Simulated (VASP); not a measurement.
# HPt4 in VASP: notebook

Runs on HPt4. Level: PBE. Tasks: single point.

Everything below comes from runs of VASP 6.6.1. Logs are shortened: lines on timing, memory, paths and dates and some standing lists are left out, and cuts for length are marked.

## 1. The cell of the first run

The cell holds a slab with vacuum, 5 atoms: a = 2.807 Å, b = 3.970 Å, c = 21.155 Å, α = 90.00°, β = 90.00°, γ = 90.00°.

## 2. Single point, PBE, collinear spin, ferromagnetic start

File INCAR:

```
SYSTEM = HPt4
PREC = Accurate
ENCUT = 520
EDIFF = 1E-6
ISMEAR = 0
SIGMA = 0.1
LREAL = .False.
LASPH = .True.
NELM = 150
ALGO = Normal
ISIF = 2
LWAVE = .False.
LCHARG = .False.
ISPIN = 2
MAGMOM = 0 0 0 0 1
LORBIT = 11
LMAXMIX = 4
LDIPOL = .True.
IDIPOL = 3
DIPOL = 0.5 0.5 0.341
GGA = PE
NBANDS = 32
```

File KPOINTS:

```
Automatic mesh
0
Gamma
  9 7 1
  0 0 0
```

File POSCAR:

```
HPt4
1.0
    2.8071640675      0.0000000000      0.0000000000
    0.0000000000      3.9699294961      0.0000000000
    0.0000000000      0.0000000000     21.1553936849
Pt H
4 1
Direct
    0.5000000000      0.5000000000      0.1890770770
    0.0000000000      0.0000000000      0.2554233740
    0.5000000000      0.5000000000      0.3268881911
    0.0000000000      0.0000000000      0.3854994999
    0.5000000000      0.5000000000      0.5476330934
```

Potentials or basis: VASP PAW PBE potentials, release 64 (Pt, H).

Started as:

```
> cat potpaw_PBE.64/Pt/POTCAR potpaw_PBE.64/H/POTCAR > POTCAR
> mpirun -np 1 vasp_std > vasp.out
```

OUTCAR:

```text
SYSTEM = HPt4
   PREC = Accurate
   ENCUT = 520
   EDIFF = 1E-6
   ISMEAR = 0
   LREAL = .False.
   LASPH = .True.
   NELM = 150
   ISIF = 2
   ISPIN = 2
   LORBIT = 11
   GGA = PE

 ion  position               nearest neighbor table
   1  0.500  0.500  0.189-   2 2.81   2 2.81   2 2.81   2 2.81   3 2.92
   2  0.000  0.000  0.255-   4 2.75   1 2.81   1 2.81   1 2.81   1 2.81   3 2.86   3 2.86   3 2.86
                             3 2.86
   3  0.500  0.500  0.327-   4 2.73   4 2.73   4 2.73   4 2.73   2 2.86   2 2.86   2 2.86   2 2.86
                             1 2.92
   4  0.000  0.000  0.385-   3 2.73   3 2.73   3 2.73   3 2.73   2 2.75
   5  0.500  0.500  0.548-

  LATTYP: Found a simple orthorhombic cell.
 ALAT       =     2.8071640675
 B/A-ratio  =     1.4142135624
 C/A-ratio  =     7.5362156170

  Lattice vectors:

 A1 = (   2.8071640675,   0.0000000000,   0.0000000000)
 A2 = (   0.0000000000,   3.9699294961,   0.0000000000)
 A3 = (   0.0000000000,   0.0000000000,  21.1553936849)

Analysis of symmetry for initial positions (statically):
=====================================================================
 Subroutine PRICEL returns:
 Original cell was already a primitive cell.

 Routine SETGRP: Setting up the symmetry group for a
 simple orthorhombic supercell.

 Subroutine GETGRP returns: Found  4 space group operations
 (whereof  4 operations were pure point group operations)
 out of a pool of  8 trial point group operations.

The static configuration has the point symmetry C_2v.

Analysis of symmetry for dynamics (positions and initial velocities):
=====================================================================
 Subroutine PRICEL returns:
 Original cell was already a primitive cell.

 Routine SETGRP: Setting up the symmetry group for a
 simple orthorhombic supercell.

 Subroutine GETGRP returns: Found  4 space group operations
 (whereof  4 operations were pure point group operations)
 out of a pool of  8 trial point group operations.

The dynamic configuration has the point symmetry C_2v.

Analysis of structural, dynamic, and magnetic symmetry:
=====================================================================
 Subroutine PRICEL returns:
 Original cell was already a primitive cell.

 Routine SETGRP: Setting up the symmetry group for a
 simple orthorhombic supercell.

 Subroutine GETGRP returns: Found  4 space group operations
 (whereof  4 operations were pure point group operations)
 out of a pool of  8 trial point group operations.

The overall configuration has the point symmetry C_2v.

 Subroutine INISYM returns: Found  4 space group operations
 (whereof  4 operations are pure point group operations),
 and found     1 'primitive' translations

----------------------------------------------------------------------------------------

                                     Primitive cell

  volume of cell :     235.7609

  direct lattice vectors                    reciprocal lattice vectors
     2.807164068  0.000000000  0.000000000     0.356231405  0.000000000  0.000000000
     0.000000000  3.969929496  0.000000000     0.000000000  0.251893642  0.000000000
     0.000000000  0.000000000 21.155393685     0.000000000  0.000000000  0.047269269

  length of vectors
     2.807164068  3.969929496 21.155393685     0.356231405  0.251893642  0.047269269

  position of ions in fractional coordinates (direct lattice)
     0.500000000  0.500000000  0.189077077
     0.000000000  0.000000000  0.255423374
     0.500000000  0.500000000  0.326888191
     0.000000000  0.000000000  0.385499500
     0.500000000  0.500000000  0.547633093

  ion indices of the primitive-cell ions
   primitive index   ion index
                 1           1
                 2           2
                 3           3
                 4           4
                 5           5

----------------------------------------------------------------------------------------

 KPOINTS: Automatic mesh

[... 43 lines left out ...]
  0.444444  0.428571  0.000000      4.000000
   k-points           NKPTS =     20   k-points in BZ     NKDIM =     20   number of bands    NBANDS=     32
   number of dos      NEDOS =    301   number of ions     NIONS =      5
   total plane-waves  NPLWV = 115200
   dimension x,y,z NGX =    24 NGY =   30 NGZ =  160
   dimension x,y,z NGXF=    48 NGYF=   60 NGZF=  320
   ions per type =               4   1
   NGX,Y,Z   is equivalent  to a cutoff of  14.21, 12.56, 12.57 a.u.
   NGXF,Y,Z  is equivalent  to a cutoff of  28.43, 25.13, 25.15 a.u.
 SYSTEM =  HPt4
   PREC   = accura    normal or accurate (medium, high low for compatibility)
   ISTART =      0    job   : 0-new  1-cont  2-samecut
   ICHARG =      2    charge: 1-file 2-atom 10-const
   ISPIN  =      2    spin polarized calculation?
   LNONCOLLINEAR =      F non collinear calculations
   LSORBIT =      F    spin-orbit coupling
   LASPH  =      T    aspherical Exc in radial PAW
   ENCUT  =  520.0 eV  38.22 Ry    6.18 a.u.   5.22  7.38 39.34*2*pi/ulx,y,z
   NELM   =    150;   NELMIN=  2; NELMDL= -5     # of ELM steps
   EDIFF  = 0.1E-05   stopping-criterion for ELM
   LREAL  =      F    real-space projection
   EDIFFG = 0.1E-04   stopping-criterion for IOM
   NSW    =      0    number of steps for IOM
   IBRION =     -1    ionic relax: 0-MD 1-quasi-New 2-CG
   NFREE  =      0    steps in history (QN), initial steepest desc. (CG)
   ISIF   =      2    stress and relaxation
   ISYM   =      2    0-nonsym 1-usesym 2-fastsym
   POTIM  = 0.5000    time-step for ionic-motion
   TEBEG  =    0.0;   TEEND  =   0.0 temperature during run
   PSTRESS=    0.0 pullay stress
   NELECT =      41.0000    total number of electrons
   NUPDOWN=      -1.0000    fix difference up-down
   EMIN   =  10.00;   EMAX   =-10.00  energy-range for DOS
   EFERMI =   0.00;   METHOD = LEGACY
   ISMEAR =     0;   SIGMA  =   0.10  broadening in eV -4-tet -1-fermi 0-gaus
   EFERMI_NEDOS =   21; number of points for ismear=-14 and -15
   IALGO  =     38    algorithm
   IMIX   =      4    mixing-type and parameters
     AMIX     =   0.40;   BMIX     =  1.00
     AMIX_MAG =   1.60;   BMIX_MAG =  1.00
  volume/ion in A,a.u.               =      47.15       318.20
  Fermi-wavevector in a.u.,A,eV,Ry     =   0.913788  1.726809 11.360986  0.835009
  Thomas-Fermi vector in A             =   2.038340
   LORBIT       =     11    0 simple, 1 ext, 2 COOP (PROOUT), +10 PAW based schemes
   GGA     = PE    functional components
   LHFCALC =     F    Hartree Fock is set to
   AEXX    =    0.0000 exact exchange contribution
   IVDW    =     0    specifies the selected vdW correction
   LEPSILON=     F    determine dielectric tensor
   LRPA    =     F    only Hartree local field effects (RPA)
 spin polarized calculation
 Gauss-broadening in eV      SIGMA  =   0.10
  energy-cutoff  :      520.00
  volume of cell :      235.76
 maximum number of plane-waves:      6383
 NGX is ok and might be reduce to    24
   NGX = 11   NGY = 15   NGZ = 79

 dipolmoment           0.000000      0.000000      0.009742 electrons x Angstroem

 number of electron      41.0000002 magnetization       0.9686667

 dipolmoment           0.000000      0.000000     -0.008235 electrons x Angstroem

 Free energy of the ion-electron system (eV)
  ---------------------------------------------------
  ext. energy  EPLUGINS =         0.00000000
  ---------------------------------------------------
  free energy    TOTEN  =       -22.80952892 eV

  energy without entropy =      -22.77319342  energy(sigma->0) =      -22.79136117

 E-fermi :  -1.1361     XC(G=0):  -4.7625

 val. band max:       -1.1384180647   @ k =   0.3333   0.0000   0.0000
 cond. band min:      -1.1246359642   @ k =   0.1111   0.1429   0.0000
 fundamental gap:      0.0137821005
 Fermi energy:        -1.1361382861

 spin component 1

 k-point     1 :       0.0000    0.0000    0.0000
  band No.  band energies     occupation
      1      -9.5301      1.00000
      2      -7.1862      1.00000
      3      -7.0407      1.00000
      4      -6.0296      1.00000
      5      -5.9077      1.00000
      6      -4.9475      1.00000
[... 689 lines left out ...]
     31       7.2943      0.00000
     32       7.7376      0.00000
 Fermi energy:        -1.1361382861

 spin component 2

 k-point     1 :       0.0000    0.0000    0.0000
  band No.  band energies     occupation
      1      -9.5304      1.00000
      2      -7.1869      1.00000
      3      -7.0410      1.00000
      4      -6.0305      1.00000
      5      -5.9106      1.00000
      6      -4.9488      1.00000
[... 689 lines left out ...]
     31       7.9465      0.00000
     32       8.6121      0.00000

------------------------ aborting loop because EDIFF is reached ----------------------------------------

 vacuum level on the upper side and lower side of the slab       (xc-potential included)        -0.031         0.096

  FORCE on cell =-STRESS in cart. coord.  units (eV):
  Direction    XX          YY          ZZ          XY          YZ          ZX
  --------------------------------------------------------------------------------------
  -------------------------------------------------------------------------------------
  Total       -7.4238027     -5.2253126     -1.6492790      0.0000000      0.0000000      0.0000000
  in kB      -50.4504799    -35.5100396    -11.2081262      0.0000000      0.0000000      0.0000000
  external PRESSURE =     -32.3895485 kB  Pullay stress =       0.0000000 kB

 VOLUME and BASIS-vectors are now :
 -----------------------------------------------------------------------------
  energy-cutoff  :      520.00
  volume of cell :      235.76
      direct lattice vectors                 reciprocal lattice vectors
     2.807164068  0.000000000  0.000000000     0.356231405  0.000000000  0.000000000
     0.000000000  3.969929496  0.000000000     0.000000000  0.251893642  0.000000000
     0.000000000  0.000000000 21.155393685     0.000000000  0.000000000  0.047269269

 POSITION                                       TOTAL-FORCE (eV/Angst)
 -----------------------------------------------------------------------------------
      1.40358      1.98496      4.00000         0.000000      0.000000      0.928458
      0.00000      0.00000      5.40358         0.000000      0.000000     -0.815621
      1.40358      1.98496      6.91545         0.000000      0.000000     -0.084701
      0.00000      0.00000      8.15539         0.000000      0.000000     -0.005760
      1.40358      1.98496     11.58539         0.000000      0.000000     -0.022375
 -----------------------------------------------------------------------------------
    total drift:                                0.000000      0.000000      0.000066

  FREE ENERGIE OF THE ION-ELECTRON SYSTEM (eV)
  ---------------------------------------------------
  free  energy   TOTEN  =       -22.8095289225 eV

  energy  without entropy=      -22.7731934192  energy(sigma->0) =      -22.79136117

 vacuum level on the upper side and lower side of the slab         4.293         4.420

 total charge

# of ion       s       p       d       tot
------------------------------------------
    1        0.588   0.315   8.051   8.954
    2        0.607   0.512   7.958   9.078
    3        0.622   0.530   7.968   9.121
    4        0.618   0.371   8.063   9.052
    5        0.382   0.000   0.000   0.382
--------------------------------------------------
tot          2.817   1.729  32.040  36.587

 magnetization (x)

# of ion       s       p       d       tot
------------------------------------------
    1        0.002   0.001  -0.001   0.001
    2       -0.000   0.001  -0.008  -0.008
    3        0.000  -0.000   0.003   0.004
    4       -0.002  -0.002  -0.008  -0.012
    5        0.381   0.000   0.000   0.381
--------------------------------------------------
tot          0.381  -0.001  -0.014   0.366
```

It took 18 min on 1 thread of AMD EPYC 7R13, shared host; peak memory 0.51 GiB.

Results:

- Free energy: -22.8095 eV
- Largest force: 0.928 eV/Å
- Band gap on the k mesh: zero (filled and empty bands overlap)
- Net moment: 0.97 μB per cell
- Site moments: Pt +0.00, -0.01; H +0.38 μB
- Valence electrons inside the program's atomic spheres: Pt 8.95, 9.08, 9.12, 9.05; H 0.38

Forces on the atoms (eV/Å):
```
Pt   0.000  0.000  0.928
Pt   0.000  0.000 -0.816
Pt   0.000  0.000 -0.085
Pt   0.000  0.000 -0.006
H    0.000  0.000 -0.022
```

Levels at points of the mesh, in eV from the Fermi level:
Spin up:
| k point | band 17 | band 18 | band 19 | band 20 | band 21 | band 22 | band 23 | band 24 | band 25 | band 26 |
| --- | --- | --- | --- | --- | --- | --- | --- | --- | --- | --- |
| (0.00, 0.00, 0.00) | -1.25 | -0.75 | -0.55 | -0.49 | -0.21 | -0.11 | 0.43 | 0.62 | 3.74 | 4.09 |
Spin down:
```csv
k point,band 18,band 19,band 20,band 21,band 22,band 23
"(0.00, 0.00, 0.00)",-0.61,-0.50,-0.21,-0.11,0.42,0.45
```

Caveat: spin-orbit coupling is left out, which moves the levels of the heavy elements.

## 3. Single point, PBE, collinear spin, ferromagnetic start

File INCAR:

```
PREC = Accurate ; ENCUT = 520
EDIFF = 1E-7 ; ISMEAR = 0
SIGMA = 0.1 ; LREAL = False
LASPH = True ; NELM = 150
ALGO = Normal ; ISIF = 2
LWAVE = False ; LCHARG = False
ISPIN = 2 ; MAGMOM = 0 0 0 0 1
LORBIT = 11 ; LMAXMIX = 4
LDIPOL = True ; IDIPOL = 3
DIPOL = 0.5 0.5 0.321 ; GGA = PE
NBANDS = 32
```

File KPOINTS:

```
Automatic mesh
0
Gamma
  9 7 1
```

POSCAR: that of step 2 with these lines changed.

```diff
@@ -12,2 +12,2 @@
     0.0000000000      0.0000000000      0.3854994999
-    0.5000000000      0.5000000000      0.5476330934
+    0.0000000000      0.0000000000      0.4488403206
```

Potentials or basis: VASP PAW PBE potentials, release 64 (Pt, H).

Started as:

```
> cat potpaw_PBE.64/Pt/POTCAR potpaw_PBE.64/H/POTCAR > POTCAR
> mpirun -np 1 vasp_std > vasp.out
```

OUTCAR:

```text
PREC = Accurate
   ENCUT = 520
   EDIFF = 1E-7
   ISMEAR = 0
   LREAL = False
   LASPH = True
   NELM = 150
   ISIF = 2
   ISPIN = 2
   LORBIT = 11
   GGA = PE

 ion  position               nearest neighbor table
   1  0.500  0.500  0.189-   2 2.81   2 2.81   2 2.81   2 2.81   3 2.92
   2  0.000  0.000  0.255-   4 2.75   1 2.81   1 2.81   1 2.81   1 2.81   3 2.86   3 2.86   3 2.86
                             3 2.86
   3  0.500  0.500  0.327-   4 2.73   4 2.73   4 2.73   4 2.73   2 2.86   2 2.86   2 2.86   2 2.86
                             1 2.92
   4  0.000  0.000  0.385-   5 1.34   3 2.73   3 2.73   3 2.73   3 2.73   2 2.75
   5  0.000  0.000  0.449-   4 1.34

  LATTYP: Found a simple orthorhombic cell.
 ALAT       =     2.8071640675
 B/A-ratio  =     1.4142135624
 C/A-ratio  =     7.5362156170

  Lattice vectors:

[... 1615 lines left out ...]
  Direction    XX          YY          ZZ          XY          YZ          ZX
  --------------------------------------------------------------------------------------
  -------------------------------------------------------------------------------------
  Total       -6.4926907     -3.9470946      8.6187341      0.0000000      0.0000000      0.0000000
  in kB      -44.1228539    -26.8235599     58.5709625      0.0000000      0.0000000      0.0000000
  external PRESSURE =      -4.1251504 kB  Pullay stress =       0.0000000 kB

 VOLUME and BASIS-vectors are now :
 -----------------------------------------------------------------------------
  energy-cutoff  :      520.00
  volume of cell :      235.76
      direct lattice vectors                 reciprocal lattice vectors
     2.807164068  0.000000000  0.000000000     0.356231405  0.000000000  0.000000000
     0.000000000  3.969929496  0.000000000     0.000000000  0.251893642  0.000000000
     0.000000000  0.000000000 21.155393685     0.000000000  0.000000000  0.047269269

 POSITION                                       TOTAL-FORCE (eV/Angst)
 -----------------------------------------------------------------------------------
      1.40358      1.98496      4.00000         0.000000      0.000000      0.948692
      0.00000      0.00000      5.40358         0.000000      0.000000     -1.101979
      1.40358      1.98496      6.91545         0.000000      0.000000     -0.123880
      0.00000      0.00000      8.15539         0.000000      0.000000     -6.766870
      0.00000      0.00000      9.49539         0.000000      0.000000      7.044036
 -----------------------------------------------------------------------------------
    total drift:                                0.000000      0.000000      0.000187

  FREE ENERGIE OF THE ION-ELECTRON SYSTEM (eV)
  ---------------------------------------------------
  free  energy   TOTEN  =       -24.9791123207 eV

  energy  without entropy=      -24.9453893342  energy(sigma->0) =      -24.96225083

 vacuum level on the upper side and lower side of the slab         4.151         4.175

 total charge

# of ion       s       p       d       tot
------------------------------------------
    1        0.586   0.315   8.059   8.959
    2        0.617   0.499   7.998   9.114
    3        0.625   0.529   7.988   9.142
    4        0.760   0.580   8.185   9.525
    5        0.632   0.073   0.000   0.705
--------------------------------------------------
tot          3.220   1.995  32.230  37.445

 magnetization (x)

# of ion       s       p       d       tot
------------------------------------------
    1       -0.000   0.000   0.000   0.000
    2        0.000   0.000   0.000   0.000
    3        0.000   0.000   0.000   0.000
    4       -0.000   0.000   0.000   0.000
    5       -0.000   0.000   0.000  -0.000
--------------------------------------------------
tot         -0.000   0.000   0.000   0.000
```

Wall time 22 min (1 thread of AMD EPYC 7R13, shared host); peak memory 0.52 GiB.

What came out:

```yaml
Free_energy: -24.9791 eV
Largest_force: 7.044 eV/Å
Net_moment: 0.00 μB per cell
Valence_electrons_inside_the_program's_atomic_spheres: Pt 8.96, 9.11, 9.14, 9.53; H 0.70
```

Forces in eV/Å, atoms in the order of the input:
```
Pt   0.000  0.000  0.949
Pt   0.000  0.000 -1.102
Pt   0.000  0.000 -0.124
Pt   0.000  0.000 -6.767
H    0.000  0.000  7.044
```

Caveat: spin-orbit coupling is left out, which moves the levels of the heavy elements.
